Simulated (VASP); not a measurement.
# Tl (P-1) in VASP: single point with PBE

Aim: the single point of Tl with PBE.

Everything below comes from runs of VASP 6.6.1. Logs are shortened: lines on timing, memory, paths and dates and some standing lists are left out, and cuts for length are marked.

## 1. The cell of the first run

The typed cell holds 2 atoms: a = 3.457 Å, b = 3.396 Å, c = 5.527 Å, α = 89.14°, β = 87.69°, γ = 118.25°.

## 2. Single point, PBE (equal xy, yz and zx shear strains of +4 %)

The input, INCAR:

```
SYSTEM = Tl
  PREC = Accurate
  ENCUT = 520
  EDIFF = 1E-6
  ISMEAR = -1
  SIGMA = 0.05
  LREAL = .FALSE.
  LASPH = .TRUE.
  NELM = 100
  ALGO = Normal
  ISIF = 2
  LWAVE = .FALSE.
  LCHARG = .FALSE.
  GGA = PE
  NBANDS = 20
```

The input, KPOINTS:

```
regular mesh
0
G
  11 11 6
  0 0 0
```

The input, POSCAR:

```
Tl
1.0
    3.4559983565      0.0691199671      0.0691199671
   -1.6681395309      2.9584223886      0.0252996639
    0.1105000000      0.1105000000      5.5250000000
Tl
2
Direct
    0.3333333333      0.6666666667      0.2500000000
    0.6666666667      0.3333333333      0.7500000000
```

Potentials or basis: VASP PAW PBE potentials, release 64 (Tl_d).

Command:

```sh
$ cat potpaw_PBE.64/Tl_d/POTCAR > POTCAR
$ mpirun -np 1 vasp_std > vasp.out
```

OUTCAR:

```text
SYSTEM = Tl
   PREC = Accurate
   ENCUT = 520
   EDIFF = 1E-6
   ISMEAR = -1
   LREAL = .FALSE.
   LASPH = .TRUE.
   NELM = 100
   ISIF = 2
   GGA = PE

 ion  position               nearest neighbor table
   1  0.333  0.667  0.250-   2 3.34   2 3.34   2 3.36   2 3.41   2 3.47   2 3.52
   2  0.667  0.333  0.750-   1 3.34   1 3.34   1 3.36   1 3.41   1 3.47   1 3.52

  LATTYP: Found a triclinic cell.
 ALAT       =     3.5172954045
 B/A-ratio  =     0.9656308012
 C/A-ratio  =     1.5714374036
 COS(alpha) =     0.0150408548
 COS(beta)  =     0.0542039799
 COS(gamma) =     0.5003058213

  Lattice vectors:

 A1 = (   1.7878588256,   3.0275423557,   0.0944196310)
 A2 = (  -1.6681395309,   2.9584223886,   0.0252996639)
 A3 = (   0.1105000000,   0.1105000000,   5.5250000000)

Analysis of symmetry for initial positions (statically):
=====================================================================
 Subroutine PRICEL returns:
 Original cell was already a primitive cell.

 Routine SETGRP: Setting up the symmetry group for a
 triclinic supercell.

 Subroutine GETGRP returns: Found  2 space group operations
 (whereof  2 operations were pure point group operations)
 out of a pool of  2 trial point group operations.

The static configuration has the point symmetry S_2 .

Analysis of symmetry for dynamics (positions and initial velocities):
=====================================================================
 Subroutine PRICEL returns:
 Original cell was already a primitive cell.

 Routine SETGRP: Setting up the symmetry group for a
 triclinic supercell.

 Subroutine GETGRP returns: Found  2 space group operations
 (whereof  2 operations were pure point group operations)
 out of a pool of  2 trial point group operations.

The dynamic configuration has the point symmetry S_2 .

 Subroutine INISYM returns: Found  2 space group operations
 (whereof  2 operations are pure point group operations),
 and found     1 'primitive' translations

----------------------------------------------------------------------------------------

                                     Primitive cell

  volume of cell :      57.0815

  direct lattice vectors                    reciprocal lattice vectors
     3.455998356  0.069119967  0.069119967     0.286300903  0.161510556 -0.008956229
    -1.668139531  2.958422389  0.025299664    -0.006556415  0.334377155 -0.006556415
     0.110500000  0.110500000  5.525000000    -0.003551717 -0.003551717  0.181137544

  length of vectors
     3.457380479  3.396408779  5.527209558     0.328837468  0.334505687  0.181207172

  position of ions in fractional coordinates (direct lattice)
     0.333333333  0.666666667  0.250000000
     0.666666667  0.333333333  0.750000000

  ion indices of the primitive-cell ions
   primitive index   ion index
                 1           1
                 2           2

----------------------------------------------------------------------------------------

 KPOINTS: regular mesh

Automatic generation of k-mesh.
 Grid dimensions read from file:
 generate k-points for:   11   11    6

 Generating k-lattice:

  Cartesian coordinates                     Fractional coordinates (reciprocal lattice)
     0.026027355  0.014682778 -0.000814203     0.090909091  0.000000000 -0.000000000
    -0.000596038  0.030397923 -0.000596038    -0.000000000  0.090909091  0.000000000
    -0.000591953 -0.000591953  0.030189591    -0.000000000  0.000000000  0.166666667

  Length of vectors
     0.029894315  0.030409608  0.030201195

  Shift w.r.t. Gamma in fractional coordinates (k-lattice)
     0.000000000  0.000000000  0.000000000

 Subroutine IBZKPT returns following result:
 ===========================================

 Found    364 irreducible k-points:

 Following reciprocal coordinates:
            Coordinates               Weight
  0.000000  0.000000  0.000000      1.000000
  0.090909 -0.000000  0.000000      2.000000
  0.181818  0.000000  0.000000      2.000000
  0.272727  0.000000  0.000000      2.000000
  0.363636 -0.000000  0.000000      2.000000
  0.454545 -0.000000  0.000000      2.000000
[... 16 lines left out ...]
  0.454545  0.181818  0.000000      2.000000
 -0.454545  0.181818 -0.000000      2.000000
 [... further k-points ...]
   k-points           NKPTS =    364   k-points in BZ     NKDIM =    364   number of bands    NBANDS=     20
   number of dos      NEDOS =    301   number of ions     NIONS =      2
   total plane-waves  NPLWV =  32928
   dimension x,y,z NGX =    28 NGY =   28 NGZ =   42
   dimension x,y,z NGXF=    56 NGYF=   56 NGZF=   84
   ions per type =               2
   NGX,Y,Z   is equivalent  to a cutoff of  13.46, 13.71, 12.63 a.u.
   NGXF,Y,Z  is equivalent  to a cutoff of  26.93, 27.41, 25.27 a.u.
 SYSTEM =  Tl
   PREC   = accura    normal or accurate (medium, high low for compatibility)
   ISTART =      0    job   : 0-new  1-cont  2-samecut
   ICHARG =      2    charge: 1-file 2-atom 10-const
   ISPIN  =      1    spin polarized calculation?
   LNONCOLLINEAR =      F non collinear calculations
   LSORBIT =      F    spin-orbit coupling
   LASPH  =      T    aspherical Exc in radial PAW
   ENCUT  =  520.0 eV  38.22 Ry    6.18 a.u.   6.43  6.32 10.28*2*pi/ulx,y,z
   NELM   =    100;   NELMIN=  2; NELMDL= -5     # of ELM steps
   EDIFF  = 0.1E-05   stopping-criterion for ELM
   LREAL  =      F    real-space projection
   EDIFFG = 0.1E-04   stopping-criterion for IOM
   NSW    =      0    number of steps for IOM
   IBRION =     -1    ionic relax: 0-MD 1-quasi-New 2-CG
   NFREE  =      0    steps in history (QN), initial steepest desc. (CG)
   ISIF   =      2    stress and relaxation
   ISYM   =      2    0-nonsym 1-usesym 2-fastsym
   POTIM  = 0.5000    time-step for ionic-motion
   TEBEG  =    0.0;   TEEND  =   0.0 temperature during run
   PSTRESS=    0.0 pullay stress
   NELECT =      26.0000    total number of electrons
   NUPDOWN=      -1.0000    fix difference up-down
   EMIN   =  10.00;   EMAX   =-10.00  energy-range for DOS
   EFERMI =   0.00;   METHOD = LEGACY
   ISMEAR =    -1;   SIGMA  =   0.05  broadening in eV -4-tet -1-fermi 0-gaus
   EFERMI_NEDOS =   21; number of points for ismear=-14 and -15
   IALGO  =     38    algorithm
   IMIX   =      4    mixing-type and parameters
     AMIX     =   0.40;   BMIX     =  1.00
     AMIX_MAG =   1.60;   BMIX_MAG =  1.00
  volume/ion in A,a.u.               =      28.54       192.60
  Fermi-wavevector in a.u.,A,eV,Ry     =   1.259604  2.380307 21.587044  1.586603
  Thomas-Fermi vector in A             =   2.393156
   LORBIT       =      0    0 simple, 1 ext, 2 COOP (PROOUT), +10 PAW based schemes
   GGA     = PE    functional components
   LHFCALC =     F    Hartree Fock is set to
   AEXX    =    0.0000 exact exchange contribution
   IVDW    =     0    specifies the selected vdW correction
   LEPSILON=     F    determine dielectric tensor
   LRPA    =     F    only Hartree local field effects (RPA)
 non-spin polarized calculation
  energy-cutoff  :      520.00
  volume of cell :       57.08
 maximum number of plane-waves:      1555
 NGX is ok and might be reduce to    28
   NGX = 13   NGY = 13   NGZ = 21

 number of electron      26.0000000 magnetization

 Free energy of the ion-electron system (eV)
  ---------------------------------------------------
  ext. energy  EPLUGINS =         0.00000000
  ---------------------------------------------------
  free energy    TOTEN  =        -4.40338113 eV

  energy without entropy =       -4.39660124  energy(sigma->0) =       -4.39999118

 E-fermi :   6.6020     XC(G=0): -10.1999

 val. band max:        6.6018997268   @ k =  -0.4545   0.2727   0.5000
 cond. band min:       6.6062399257   @ k =  -0.2727  -0.3636   0.3333
 fundamental gap:      0.0043401988
 Fermi energy:         6.6020118005

 k-point     1 :       0.0000    0.0000    0.0000
  band No.  band energies     occupation
      1      -5.2241      2.00000
      2      -5.0252      2.00000
      3      -5.0144      2.00000
      4      -4.9693      2.00000
      5      -4.9200      2.00000
      6      -4.8742      2.00000
[... 12 lines left out ...]
     19      17.5442      0.00000
     20      17.7035      0.00000

 k-point     2 :       0.0909   -0.0000    0.0000
  band No.  band energies     occupation
      1      -5.2068      2.00000
      2      -5.0537      2.00000
      3      -4.9842      2.00000
      4      -4.9568      2.00000
      5      -4.8922      2.00000
      6      -4.8627      2.00000
[... 12 lines left out ...]
     19      17.5374      0.00000
     20      18.4310      0.00000

 k-point     3 :       0.1818    0.0000    0.0000
  band No.  band energies     occupation
      1      -5.2143      2.00000
      2      -5.0416      2.00000
      3      -4.9868      2.00000
      4      -4.9449      2.00000
      5      -4.8985      2.00000
      6      -4.8426      2.00000
[... 12 lines left out ...]
     19      17.1509      0.00000
     20      18.4979      0.00000

 k-point     4 :       0.2727    0.0000    0.0000
  band No.  band energies     occupation
      1      -5.2712      2.00000
      2      -5.0600      2.00000
      3      -5.0276      2.00000
      4      -4.9499      2.00000
      5      -4.9129      2.00000
      6      -4.7470      2.00000
[... 12 lines left out ...]
     19      16.4246      0.00000
     20      17.7371      0.00000

 k-point     5 :       0.3636   -0.0000    0.0000
  band No.  band energies     occupation
      1      -5.3295      2.00000
      2      -5.1168      2.00000
      3      -5.0958      2.00000
      4      -4.9815      2.00000
      5      -4.8591      2.00000
      6      -4.7633      2.00000
[... 12 lines left out ...]
     19      15.7290      0.00000
     20      17.1423      0.00000

 k-point     6 :       0.4545   -0.0000    0.0000
  band No.  band energies     occupation
      1      -5.3642      2.00000
      2      -5.1681      2.00000
      3      -5.1239      2.00000
      4      -5.0019      2.00000
      5      -4.8375      2.00000
      6      -4.7762      2.00000
[... 12 lines left out ...]
     19      15.3367      0.00000
     20      16.8367      0.00000

 k-point     7 :       0.0000    0.0909    0.0000
  band No.  band energies     occupation
      1      -5.1953      2.00000
      2      -5.0458      2.00000
      3      -4.9744      2.00000
      4      -4.9529      2.00000
      5      -4.9049      2.00000
      6      -4.8726      2.00000
[... 12 lines left out ...]
     19      17.6269      0.00000
     20      18.3755      0.00000
[... 277 lines left out ...]
 k-point    20 :       0.1818    0.1818    0.0000
  band No.  band energies     occupation
      1      -5.1279      2.00000
      2      -5.1096      2.00000
      3      -5.0698      2.00000
      4      -4.9627      2.00000
      5      -4.8684      2.00000
      6      -4.7767      2.00000
[... 12 lines left out ...]
     19      15.6509      0.00000
     20      18.7308      0.00000

 k-point    21 :       0.2727    0.1818    0.0000
  band No.  band energies     occupation
      1      -5.1827      2.00000
      2      -5.1430      2.00000
      3      -5.0414      2.00000
      4      -4.9670      2.00000
      5      -4.8459      2.00000
      6      -4.7805      2.00000
[... 12 lines left out ...]
     19      14.8970      0.00000
     20      18.9736      0.00000

 k-point    22 :       0.3636    0.1818    0.0000
  band No.  band energies     occupation
      1      -5.2234      2.00000
      2      -5.1806      2.00000
      3      -5.0072      2.00000
      4      -4.9673      2.00000
      5      -4.8462      2.00000
      6      -4.7891      2.00000
[... 12 lines left out ...]
     19      14.5862      0.00000
     20      18.7659      0.00000

 k-point    23 :       0.4545    0.1818    0.0000
  band No.  band energies     occupation
      1      -5.2267      2.00000
      2      -5.1815      2.00000
      3      -5.0125      2.00000
      4      -4.9732      2.00000
      5      -4.8438      2.00000
      6      -4.7921      2.00000
[... 12 lines left out ...]
     19      14.6009      0.00000
     20      18.7126      0.00000

 k-point    24 :      -0.4545    0.1818   -0.0000
  band No.  band energies     occupation
      1      -5.1902      2.00000
      2      -5.1462      2.00000
      3      -5.0449      2.00000
      4      -4.9820      2.00000
      5      -4.8430      2.00000
      6      -4.7829      2.00000
[... 12 lines left out ...]
     19      14.9346      0.00000
     20      18.8072      0.00000

 [... further k-points ...]
[... 5 lines left out ...]
  --------------------------------------------------------------------------------------
  -------------------------------------------------------------------------------------
  Total        1.1292600      1.1150591      1.1696158     -0.1543753     -0.1478525     -0.1358046
  in kB       31.6963362     31.2977418     32.8290534     -4.3330436     -4.1499593     -3.8117943
  external PRESSURE =      31.9410438 kB  Pullay stress =       0.0000000 kB

 VOLUME and BASIS-vectors are now :
 -----------------------------------------------------------------------------
  energy-cutoff  :      520.00
  volume of cell :       57.08
      direct lattice vectors                 reciprocal lattice vectors
     3.455998356  0.069119967  0.069119967     0.286300903  0.161510556 -0.008956229
    -1.668139531  2.958422389  0.025299664    -0.006556415  0.334377155 -0.006556415
     0.110500000  0.110500000  5.525000000    -0.003551717 -0.003551717  0.181137544

 POSITION                                       TOTAL-FORCE (eV/Angst)
 -----------------------------------------------------------------------------------
      0.06753      2.02295      1.42116        -0.033745     -0.001449      0.007173
      1.83083      1.11510      4.19826         0.033745      0.001449     -0.007173
 -----------------------------------------------------------------------------------
    total drift:                                0.000000     -0.000000     -0.000000

  FREE ENERGIE OF THE ION-ELECTRON SYSTEM (eV)
  ---------------------------------------------------
  free  energy   TOTEN  =        -4.4033811290 eV

  energy  without entropy=       -4.3966012409  energy(sigma->0) =       -4.39999118
```

Wall time 2.5 min (1 thread of Intel Xeon Platinum 8488C (Sapphire Rapids), shared host); peak memory 0.43 GiB.

What came out:

```yaml
Free_energy: -4.4034 eV
Pressure: 3.2 GPa
Largest_force: 0.035 eV/Å
Band_gap_on_the_k_mesh: zero (bands 13 and 14 overlap by 5.60 eV)
```

Forces in eV/Å, atoms in the order of the input:
```
Tl  -0.034 -0.001  0.007
Tl   0.034  0.001 -0.007
```

Stress tensor (GPa, compression positive):
```
 3.17 -0.43 -0.38
-0.43  3.13 -0.41
-0.38 -0.41  3.28
```

Levels at points of the mesh, in eV from the Fermi level:
| k point | band 9 | band 10 | band 11 | band 12 | band 13 | band 14 | band 15 | band 16 | band 17 | band 18 |
| --- | --- | --- | --- | --- | --- | --- | --- | --- | --- | --- |
| (0.00, 0.00, 0.00) | -11.13 | -11.11 | -10.07 | -5.11 | -2.85 | 7.68 | 8.24 | 9.61 | 10.24 | 10.42 |
| (0.00, 0.00, 0.50) | -11.19 | -11.18 | -8.63 | -8.62 | 3.37 | 3.38 | 8.23 | 8.74 | 9.15 | 9.51 |

Caveat: the cell differs from its parent crystal (equal xy, yz and zx shear strains of +4 %); the cell stands under pressure; spin-orbit coupling is left out, which moves the levels of the heavy elements.
